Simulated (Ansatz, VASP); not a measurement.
## Two plane-wave programs on ZrB2

The input INCAR:

```
SYSTEM = ZrB2
ALGO     = Normal         ! electronic algorithm
EDIFF    = 1E-6           ! SCF threshold, eV
ENCUT    = 520            ! plane-wave cutoff, eV
GGA      = PS             ! functional
ISIF     = 2              ! what is computed and relaxed
ISMEAR   = 0              ! smearing method
LASPH    = .True.         ! aspherical terms in the spheres
LCHARG   = .False.        ! write CHGCAR
LREAL    = .False.        ! projectors in reciprocal space
LWAVE    = .False.        ! write WAVECAR
NBANDS   = 16             ! bands
NELM     = 100            ! most SCF steps
PREC     = Accurate       ! precision mode
SIGMA    = 0.15           ! smearing width, eV
```

Contents of KPOINTS:

```
k-points
0
Gamma
  18 18 12
  0 0 0
```

The input POSCAR:

```
ZrB2
1.0
    3.3705016290      0.0000000000      0.0000000000
   -1.6852508145      2.9189400342      0.0000000000
    0.0000000000      0.0000000000      3.3182588537
Zr B
1 2
Direct
    0.0000000000      0.0000000000      0.0000000000
    0.3333333333      0.6666666667      0.5000000000
    0.6666666667      0.3333333333      0.5000000000
```

Input for Ansatz:

```yaml
crystal:
  lattice:
    - [3.370501629, 0.0, 0.0]
    - [-1.6852508145, 2.9189400342, 0.0]
    - [0.0, 0.0, 3.3182588537]
  atoms:
    - { symbol: Zr, position: [0.0, 0.0, 0.0] }
    - { symbol: B, position: [0.3333333333, 0.6666666667, 0.5] }
    - { symbol: B, position: [0.6666666667, 0.3333333333, 0.5] }
basis:
  ecutwfc: 520.0
kpoints:
  mp_grid: { grid: [18, 18, 12] }
hamiltonian:
  xc: pbesol
scf:
  occupations: { method: gaussian, width: 0.15 }
output:
  forces: true
  stress: true
  eigenvalues: true
```

Alike in both runs: task single point; functional PBEsol; k mesh 18 × 18 × 12; occupations gaussian, width 0.15 eV; no spin polarisation.

```csv
,VASP,Ansatz
version,VASP 6.6.1,Ansatz 0.2.0
potentials or method,"VASP PAW PBE potentials, release 64 (Zr_sv, B), cutoff 520 eV","scalar-relativistic, plane waves, PAW"
valence electrons in the cell,18,18
```

VASP gave:

- gap on the k mesh at the Fermi level (eV): none
- pressure (GPa): -16.8
- traceless stress, the component that is largest in VASP (GPa): 23.98

What did Ansatz give for the same quantities?

gap on the k mesh at the Fermi level (eV): none; pressure (GPa): -17.1; traceless stress, the component that is largest in VASP (GPa): 23.98.

VASP's potentials were made for PBE, not for PBEsol. A gap of «none» marks a metal or a gap that the smearing closes.
